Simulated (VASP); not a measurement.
# TePt (R-3m) in VASP: notebook

The runs below take TePt through single point, with PBEsol.

All numbers are computed with VASP 6.6.1; they aren't measurements. Logs are shortened: lines on timing, memory, paths and dates and some standing lists are left out, and cuts for length are marked.

### 1 The cell of the first run

Symmetry: R-3m, No. 166, trigonal system. Conventional cell: a = 3.735 Å, b = 3.735 Å, c = 16.468 Å, α = 90.00°, β = 90.00°, γ = 120.00°. Within 3.3 Å of Te (site symmetry 3m) lie 6 Pt at 2.46 to 3.27 Å and 3 Te at 2.84 Å. Pt (site symmetry 3m) has 6 Te at 2.46 to 3.27 Å and 3 Pt at 2.51 Å within 3.3 Å.

### 2 Single point, PBEsol

Contents of INCAR:

```
  ALGO = Normal
  EDIFF = 1E-6
  ENCUT = 520
  GGA = PS
  ISIF = 2
  ISMEAR = 0
  LASPH = True
  LCHARG = False
  LREAL = False
  LWAVE = False
  NBANDS = 24
  NELM = 100
  PREC = Accurate
  SIGMA = 0.1
```

Contents of KPOINTS:

```
k-points
0
Gamma
  12 12 12
```

Contents of POSCAR:

```
TePt
1.0
    1.8674511370      1.0781734168      5.4892169357
   -1.8674511370      1.0781734168      5.4892169357
    0.0000000000     -2.1563468332      5.4892169358
Te Pt
2 2
Direct
    0.6104328336      0.6104328336      0.6104328336
    0.3895671664      0.3895671664      0.3895671664
    0.8722856004      0.8722856004      0.8722856004
    0.1277143996      0.1277143996      0.1277143996
```

Potentials or basis: VASP PAW PBE potentials, release 64 (Te, Pt).

Started as:

```console
$ cat potpaw_PBE.64/Te/POTCAR potpaw_PBE.64/Pt/POTCAR > POTCAR
$ mpirun -np 1 vasp_std > vasp.out
```

OUTCAR:

```text
EDIFF = 1E-6
   ENCUT = 520
   GGA = PS
   ISIF = 2
   ISMEAR = 0
   LASPH = True
   LREAL = False
   NELM = 100
   PREC = Accurate

 ion  position               nearest neighbor table
   1  0.610  0.610  0.610-   3 2.46   3 2.46   3 2.46   2 2.84   2 2.84   2 2.84   4 3.27   4 3.27
                             4 3.27   2 3.64
   2  0.390  0.390  0.390-   4 2.46   4 2.46   4 2.46   1 2.84   1 2.84   1 2.84   3 3.27   3 3.27
                             3 3.27   1 3.64
   3  0.872  0.872  0.872-   1 2.46   1 2.46   1 2.46   4 2.51   4 2.51   4 2.51   2 3.27   2 3.27
                             2 3.27
   4  0.128  0.128  0.128-   2 2.46   2 2.46   2 2.46   3 2.51   3 2.51   3 2.51   1 3.27   1 3.27
                             1 3.27

  LATTYP: Found a trigonal (rhomboedric) cell.
 ALAT       =     5.8975701974
 COS(alpha) =     0.7994686618

  Lattice vectors:

 A1 = (   1.8674511370,   1.0781734168,   5.4892169357)
 A2 = (  -1.8674511370,   1.0781734168,   5.4892169357)
 A3 = (   0.0000000000,  -2.1563468332,   5.4892169358)

Analysis of symmetry for initial positions (statically):
=====================================================================
 Subroutine PRICEL returns:
 Original cell was already a primitive cell.

 Routine SETGRP: Setting up the symmetry group for a
 trigonal (rhombohedral) supercell.

 Subroutine GETGRP returns: Found 12 space group operations
 (whereof 12 operations were pure point group operations)
 out of a pool of 12 trial point group operations.

The static configuration has the point symmetry D_3d.

Analysis of symmetry for dynamics (positions and initial velocities):
=====================================================================
 Subroutine PRICEL returns:
 Original cell was already a primitive cell.

 Routine SETGRP: Setting up the symmetry group for a
 trigonal (rhombohedral) supercell.

 Subroutine GETGRP returns: Found 12 space group operations
 (whereof 12 operations were pure point group operations)
 out of a pool of 12 trial point group operations.

The dynamic configuration has the point symmetry D_3d.

 Subroutine INISYM returns: Found 12 space group operations
 (whereof 12 operations are pure point group operations),
 and found     1 'primitive' translations

----------------------------------------------------------------------------------------

                                     Primitive cell

  volume of cell :      66.3131

  direct lattice vectors                    reciprocal lattice vectors
     1.867451137  1.078173417  5.489216936     0.267744623  0.154582430  0.060725116
    -1.867451137  1.078173417  5.489216936    -0.267744623  0.154582430  0.060725116
     0.000000000 -2.156346833  5.489216936     0.000000000 -0.309164860  0.060725116

  length of vectors
     5.897570197  5.897570197  5.897570197     0.315072135  0.315072135  0.315072135

  position of ions in fractional coordinates (direct lattice)
     0.610432834  0.610432834  0.610432834
     0.389567166  0.389567166  0.389567166
     0.872285600  0.872285600  0.872285600
     0.127714400  0.127714400  0.127714400

  ion indices of the primitive-cell ions
   primitive index   ion index
                 1           1
                 2           2
                 3           3
                 4           4

----------------------------------------------------------------------------------------

 KPOINTS: k-points

Automatic generation of k-mesh.
 Grid dimensions read from file:
 generate k-points for:   12   12   12

 Generating k-lattice:

  Cartesian coordinates                     Fractional coordinates (reciprocal lattice)
     0.022312052  0.012881869  0.005060426     0.083333333 -0.000000000  0.000000000
    -0.022312052  0.012881869  0.005060426    -0.000000000  0.083333333  0.000000000
     0.000000000 -0.025763738  0.005060426    -0.000000000 -0.000000000  0.083333333

  Length of vectors
     0.026256011  0.026256011  0.026256011

  Shift w.r.t. Gamma in fractional coordinates (k-lattice)
     0.000000000  0.000000000  0.000000000

 Subroutine IBZKPT returns following result:
 ===========================================

 Found    189 irreducible k-points:

 Following reciprocal coordinates:
            Coordinates               Weight
  0.000000  0.000000  0.000000      1.000000
  0.083333 -0.000000  0.000000      6.000000
  0.166667 -0.000000  0.000000      6.000000
  0.250000  0.000000  0.000000      6.000000
  0.333333 -0.000000 -0.000000      6.000000
  0.416667 -0.000000 -0.000000      6.000000
[... 16 lines left out ...]
  0.500000  0.166667 -0.000000     12.000000
 -0.416667  0.166667  0.000000     12.000000
 [... further k-points ...]
   k-points           NKPTS =    189   k-points in BZ     NKDIM =    189   number of bands    NBANDS=     24
   number of dos      NEDOS =    301   number of ions     NIONS =      4
   total plane-waves  NPLWV = 110592
   dimension x,y,z NGX =    48 NGY =   48 NGZ =   48
   dimension x,y,z NGXF=    96 NGYF=   96 NGZF=   96
   ions per type =               2   2
   NGX,Y,Z   is equivalent  to a cutoff of  13.53, 13.53, 13.53 a.u.
   NGXF,Y,Z  is equivalent  to a cutoff of  27.06, 27.06, 27.06 a.u.
 SYSTEM =  unknown system
   PREC   = accura    normal or accurate (medium, high low for compatibility)
   ISTART =      0    job   : 0-new  1-cont  2-samecut
   ICHARG =      2    charge: 1-file 2-atom 10-const
   ISPIN  =      1    spin polarized calculation?
   LNONCOLLINEAR =      F non collinear calculations
   LSORBIT =      F    spin-orbit coupling
   LASPH  =      T    aspherical Exc in radial PAW
   ENCUT  =  520.0 eV  38.22 Ry    6.18 a.u.  10.97 10.97 10.97*2*pi/ulx,y,z
   NELM   =    100;   NELMIN=  2; NELMDL= -5     # of ELM steps
   EDIFF  = 0.1E-05   stopping-criterion for ELM
   LREAL  =      F    real-space projection
   EDIFFG = 0.1E-04   stopping-criterion for IOM
   NSW    =      0    number of steps for IOM
   IBRION =     -1    ionic relax: 0-MD 1-quasi-New 2-CG
   NFREE  =      0    steps in history (QN), initial steepest desc. (CG)
   ISIF   =      2    stress and relaxation
   ISYM   =      2    0-nonsym 1-usesym 2-fastsym
   POTIM  = 0.5000    time-step for ionic-motion
   TEBEG  =    0.0;   TEEND  =   0.0 temperature during run
   PSTRESS=    0.0 pullay stress
   NELECT =      32.0000    total number of electrons
   NUPDOWN=      -1.0000    fix difference up-down
   EMIN   =  10.00;   EMAX   =-10.00  energy-range for DOS
   EFERMI =   0.00;   METHOD = LEGACY
   ISMEAR =     0;   SIGMA  =   0.10  broadening in eV -4-tet -1-fermi 0-gaus
   EFERMI_NEDOS =   21; number of points for ismear=-14 and -15
   IALGO  =     38    algorithm
   IMIX   =      4    mixing-type and parameters
     AMIX     =   0.40;   BMIX     =  1.00
     AMIX_MAG =   1.60;   BMIX_MAG =  1.00
  volume/ion in A,a.u.               =      16.58       111.88
  Fermi-wavevector in a.u.,A,eV,Ry     =   1.284079  2.426557 22.434078  1.648858
  Thomas-Fermi vector in A             =   2.416294
   LORBIT       =      0    0 simple, 1 ext, 2 COOP (PROOUT), +10 PAW based schemes
   GGA     = PS    functional components
   LHFCALC =     F    Hartree Fock is set to
   AEXX    =    0.0000 exact exchange contribution
   IVDW    =     0    specifies the selected vdW correction
   LEPSILON=     F    determine dielectric tensor
   LRPA    =     F    only Hartree local field effects (RPA)
 non-spin polarized calculation
 Gauss-broadening in eV      SIGMA  =   0.10
  energy-cutoff  :      520.00
  volume of cell :       66.31
 maximum number of plane-waves:      1802
 NGX is ok and might be reduce to    48
   NGX = 21   NGY = 21   NGZ = 21

 number of electron      32.0000000 magnetization

 Free energy of the ion-electron system (eV)
  ---------------------------------------------------
  ext. energy  EPLUGINS =         0.00000000
  ---------------------------------------------------
  free energy    TOTEN  =       -19.29204530 eV

  energy without entropy =      -19.28529781  energy(sigma->0) =      -19.28867155

 E-fermi :  13.4687     XC(G=0): -12.7435

 val. band max:       13.4442022712   @ k =  -0.4167   0.2500   0.1667
 cond. band min:      13.4811872153   @ k =  -0.4167   0.3333   0.1667
 fundamental gap:      0.0369849441
 Fermi energy:        13.4686552465

 k-point     1 :       0.0000    0.0000    0.0000
  band No.  band energies     occupation
      1      -2.8200      2.00000
      2       1.5009      2.00000
      3       4.4102      2.00000
      4       6.2557      2.00000
      5       6.2557      2.00000
      6       7.1204      2.00000
[... 16 lines left out ...]
     23      20.2533      0.00000
     24      20.9432      0.00000

 k-point     2 :       0.0833   -0.0000    0.0000
  band No.  band energies     occupation
      1      -2.7190      2.00000
      2       1.4887      2.00000
      3       4.5101      2.00000
      4       6.2659      2.00000
      5       6.3442      2.00000
      6       7.0428      2.00000
[... 16 lines left out ...]
     23      20.3432      0.00000
     24      21.1540      0.00000

 k-point     3 :       0.1667   -0.0000    0.0000
  band No.  band energies     occupation
      1      -2.4240      2.00000
      2       1.4780      2.00000
      3       4.7208      2.00000
      4       6.3175      2.00000
      5       6.5714      2.00000
      6       6.7018      2.00000
[... 16 lines left out ...]
     23      20.4309      0.00000
     24      21.7359      0.00000
[... 514 lines left out ...]
 k-point    23 :       0.5000    0.1667   -0.0000
  band No.  band energies     occupation
      1      -0.5086      2.00000
      2       1.0856      2.00000
      3       4.7896      2.00000
      4       5.2787      2.00000
      5       6.2929      2.00000
      6       7.4891      2.00000
[... 16 lines left out ...]
     23      22.1990      0.00000
     24      22.7404      0.00000

 k-point    24 :      -0.4167    0.1667    0.0000
  band No.  band energies     occupation
      1      -0.2172      2.00000
      2       0.9290      2.00000
      3       4.8269      2.00000
      4       5.1728      2.00000
      5       6.2363      2.00000
      6       7.4983      2.00000
[... 16 lines left out ...]
     23      22.9237      0.00000
     24      23.0409      0.00000

 [... further k-points ...]

------------------------ aborting loop because EDIFF is reached ----------------------------------------

  FORCE on cell =-STRESS in cart. coord.  units (eV):
  Direction    XX          YY          ZZ          XY          YZ          ZX
  --------------------------------------------------------------------------------------
  -------------------------------------------------------------------------------------
  Total       24.8731057     24.8731057     24.9103668      0.0000000     -0.0000000      0.0000000
  in kB      600.9537997    600.9537998    601.8540581      0.0000000     -0.0000000      0.0000000
  external PRESSURE =     601.2538859 kB  Pullay stress =       0.0000000 kB

 VOLUME and BASIS-vectors are now :
 -----------------------------------------------------------------------------
  energy-cutoff  :      520.00
  volume of cell :       66.31
      direct lattice vectors                 reciprocal lattice vectors
     1.867451137  1.078173417  5.489216936     0.267744623  0.154582430  0.060725116
    -1.867451137  1.078173417  5.489216936    -0.267744623  0.154582430  0.060725116
     0.000000000 -2.156346833  5.489216936     0.000000000 -0.309164860  0.060725116

 POSITION                                       TOTAL-FORCE (eV/Angst)
 -----------------------------------------------------------------------------------
      0.00000      0.00000     10.05239         0.000000     -0.000000     -0.039494
      0.00000      0.00000      6.41526         0.000000      0.000000      0.039494
      0.00000      0.00000     14.36449         0.000000     -0.000000     -0.003195
      0.00000      0.00000      2.10316         0.000000      0.000000      0.003195
 -----------------------------------------------------------------------------------
    total drift:                                0.000000     -0.000000      0.000000

  FREE ENERGIE OF THE ION-ELECTRON SYSTEM (eV)
  ---------------------------------------------------
  free  energy   TOTEN  =       -19.2920452955 eV

  energy  without entropy=      -19.2852978090  energy(sigma->0) =      -19.28867155
```

It took 19 min on 1 thread of Intel Xeon 8259CL, shared host; peak memory 0.5 GiB.

What came out:

| Item | Value |
| --- | --- |
| Free energy | -19.2920 eV |
| Pressure | 60.1 GPa |
| Largest force | 0.039 eV/Å |
| Band gap on the k mesh | zero (bands 16 and 17 overlap by 3.57 eV) |

Forces on the atoms (eV/Å):
```
Te   0.000  0.000 -0.039
Te   0.000  0.000  0.039
Pt   0.000  0.000 -0.003
Pt   0.000  0.000  0.003
```

Caveat: the cell stands under pressure; the PAW data sets were made with another functional, which shifts forces and pressure a little; spin-orbit coupling is left out, which moves the levels of the heavy elements.

### 3 Single point, PBEsol

This run uses another cell than the first one, of 18.29 Å³/atom.

Contents of INCAR:

```
SYSTEM = TePt
ALGO     = Normal         ! electronic algorithm
EDIFF    = 1E-6           ! SCF threshold, eV
ENCUT    = 520            ! plane-wave cutoff, eV
GGA      = PS             ! functional
ISIF     = 2              ! what is computed and relaxed
ISMEAR   = 0              ! smearing method
LASPH    = .TRUE.         ! aspherical terms in the spheres
LCHARG   = .FALSE.        ! write CHGCAR
LREAL    = .FALSE.        ! projectors in reciprocal space
LWAVE    = .FALSE.        ! write WAVECAR
NBANDS   = 24             ! bands
NELM     = 100            ! most SCF steps
PREC     = Accurate       ! precision mode
SIGMA    = 0.1            ! smearing width, eV
```

Contents of KPOINTS:

```
k-points
0
G
  12 12 12
  0 0 0
```

Contents of POSCAR:

```
TePt
1.0
    1.8978297997      1.0957125459      5.8651457191
   -1.8978297997      1.0957125459      5.8651457191
    0.0000000000     -2.1914250913      5.8651457192
Te Pt
2 2
Direct
    0.6083671537      0.6083671537      0.6083671537
    0.3916328463      0.3916328463      0.3916328463
    0.8720786639      0.8720786639      0.8720786639
    0.1279213361      0.1279213361      0.1279213361
```

Potentials or basis: VASP PAW PBE potentials, release 64 (Te, Pt).

Started as:

```console
$ cat potpaw_PBE.64/Te/POTCAR potpaw_PBE.64/Pt/POTCAR > POTCAR
$ mpirun -np 1 vasp_std > vasp.out
```

It took 20 min on 1 thread of Intel Xeon 8259CL, shared host; peak memory 0.53 GiB.

The run converged. Its results:

```
Free energy            : -21.1710 eV
Pressure               : 29.9 GPa
Largest force          : 0.024 eV/Å
Band gap on the k mesh : zero (bands 16 and 17 overlap by 3.30 eV)
```

Forces in eV/Å, atoms in the order of the input:
```
Te   0.000  0.000 -0.024
Te   0.000  0.000  0.024
Pt   0.000  0.000 -0.004
Pt   0.000  0.000  0.004
```

Levels at points of the mesh, in eV from the Fermi level:
```
           k point  band 13  band 14  band 15  band 16  band 17  band 18  band 19  band 20
(0.00, 0.00, 0.00)    -1.95    -0.07    -0.07     1.24     1.93     3.59     3.59     5.51
(0.50, 0.00, 0.00)    -2.82    -2.19    -2.17    -0.85     0.27     0.82     2.47     4.75
(0.50, 0.50, 0.00)    -2.73    -2.72    -1.79    -1.66    -1.04     3.71     5.21     5.48
(0.50, 0.50, 0.50)    -1.85    -1.75     1.20     1.20     1.47     1.47     3.39     4.90
```

Caveat: the cell stands under pressure; the PAW data sets were made with another functional, which shifts forces and pressure a little; spin-orbit coupling is left out, which moves the levels of the heavy elements.

### 4 Single point, PBEsol

This run uses another cell than the first one, of 19.68 Å³/atom.

Contents of INCAR:

```
SYSTEM = TePt
  PREC = Accurate
  ENCUT = 520
  EDIFF = 1E-6
  ISMEAR = 0
  SIGMA = 0.1
  LREAL = .FALSE.
  LASPH = .TRUE.
  NELM = 100
  ALGO = Normal
  ISIF = 2
  LWAVE = .FALSE.
  LCHARG = .TRUE.
  GGA = PS
  LELF = .TRUE.
  LVHAR = .TRUE.
  NBANDS = 24
```

Contents of KPOINTS:

```
Automatic mesh
0
G
  12 12 12
  0 0 0
```

Contents of POSCAR:

```
TePt
1.0
    1.9284697818      1.1134025478      6.1118610972
   -1.9284697818      1.1134025478      6.1118610972
    0.0000000000     -2.2268050952      6.1118610973
Te Pt
2 2
Direct
    0.6057355382      0.6057355382      0.6057355382
    0.3942644618      0.3942644618      0.3942644618
    0.8716726719      0.8716726719      0.8716726719
    0.1283273281      0.1283273281      0.1283273281
```

Potentials or basis: VASP PAW PBE potentials, release 64 (Te, Pt).

Started as:

```console
$ cat potpaw_PBE.64/Te/POTCAR potpaw_PBE.64/Pt/POTCAR > POTCAR
$ mpirun -np 1 vasp_std > vasp.out
```

OUTCAR:

```text
SYSTEM = TePt
   PREC = Accurate
   ENCUT = 520
   EDIFF = 1E-6
   ISMEAR = 0
   LREAL = .FALSE.
   LASPH = .TRUE.
   NELM = 100
   ISIF = 2
   GGA = PS

 ion  position               nearest neighbor table
   1  0.606  0.606  0.606-   3 2.55   3 2.55   3 2.55   2 3.15   2 3.15   2 3.15   4 3.46   4 3.46
                             4 3.46
   2  0.394  0.394  0.394-   4 2.55   4 2.55   4 2.55   1 3.15   1 3.15   1 3.15   3 3.46   3 3.46
                             3 3.46
   3  0.872  0.872  0.872-   1 2.55   1 2.55   1 2.55   4 2.63   4 2.63   4 2.63   2 3.46   2 3.46
                             2 3.46
   4  0.128  0.128  0.128-   2 2.55   2 2.55   2 2.55   3 2.63   3 2.63   3 2.63   1 3.46   1 3.46
                             1 3.46

[... 850 lines left out ...]
  -------------------------------------------------------------------------------------
  Total        7.3015547      7.3015547      7.3114582      0.0000000     -0.0000000      0.0000000
  in kB      148.5717191    148.5717191    148.7732357      0.0000000     -0.0000000      0.0000000
  external PRESSURE =     148.6388913 kB  Pullay stress =       0.0000000 kB

 VOLUME and BASIS-vectors are now :
 -----------------------------------------------------------------------------
  energy-cutoff  :      520.00
  volume of cell :       78.74
      direct lattice vectors                 reciprocal lattice vectors
     1.928469782  1.113402548  6.111861097     0.259272924  0.149691293  0.054538761
    -1.928469782  1.113402548  6.111861097    -0.259272924  0.149691293  0.054538761
     0.000000000 -2.226805095  6.111861097     0.000000000 -0.299382585  0.054538761

 POSITION                                       TOTAL-FORCE (eV/Angst)
 -----------------------------------------------------------------------------------
      0.00000      0.00000     11.10651         0.000000     -0.000000     -0.016871
      0.00000      0.00000      7.22907         0.000000      0.000000      0.016871
      0.00000      0.00000     15.98263         0.000000      0.000000      0.002303
      0.00000      0.00000      2.35296         0.000000     -0.000000     -0.002303
 -----------------------------------------------------------------------------------
    total drift:                                0.000000     -0.000000      0.000000

  FREE ENERGIE OF THE ION-ELECTRON SYSTEM (eV)
  ---------------------------------------------------
  free  energy   TOTEN  =       -21.9323884242 eV

  energy  without entropy=      -21.9221684642  energy(sigma->0) =      -21.92727844
```

Run time: 21 min. Hardware: 1 thread of Intel Xeon 8259CL, shared host; peak memory 0.54 GiB.

What came out:

```
Free energy            : -21.9324 eV
Pressure               : 14.9 GPa
Largest force          : 0.017 eV/Å
Band gap on the k mesh : zero (bands 16 and 17 overlap by 3.02 eV)
```

Forces on the atoms (eV/Å):
```
Te   0.000  0.000 -0.017
Te   0.000  0.000  0.017
Pt   0.000  0.000  0.002
Pt   0.000  0.000 -0.002
```

Caveat: the cell stands under pressure; the PAW data sets were made with another functional, which shifts forces and pressure a little; spin-orbit coupling is left out, which moves the levels of the heavy elements.

### 5 Overview

| cell | gap on the mesh (eV) | pressure (GPa) | largest force (eV/Å) |
| --- | --- | --- | --- |
| a = 5.898 Å, angles 36.9°, 4 atoms, atomic positions A | none | 60.1 | 0.04 |
| a = 6.261 Å, angles 35.3°, 4 atoms, atomic positions B | none | 29.9 | 0.02 |
| a = 6.505 Å, angles 34.5°, 4 atoms, atomic positions C | none | 14.9 | 0.02 |

Alike in all rows: task single point; level PBEsol; potentials or basis VASP PAW PBE potentials, release 64 (Te, Pt); no spin polarisation; k mesh 12 × 12 × 12; cutoff (eV) 520; smearing gaussian 0.1 eV.

Caveats: the cell stands under pressure; the PAW data sets were made with another functional, which shifts forces and pressure a little; spin-orbit coupling is left out, which moves the levels of the heavy elements.

Total energies depend on the potentials used, so only differences within one code and one set of settings carry meaning.

The gap in the log of VASP goes by the Fermi energy; the results here count the filled bands.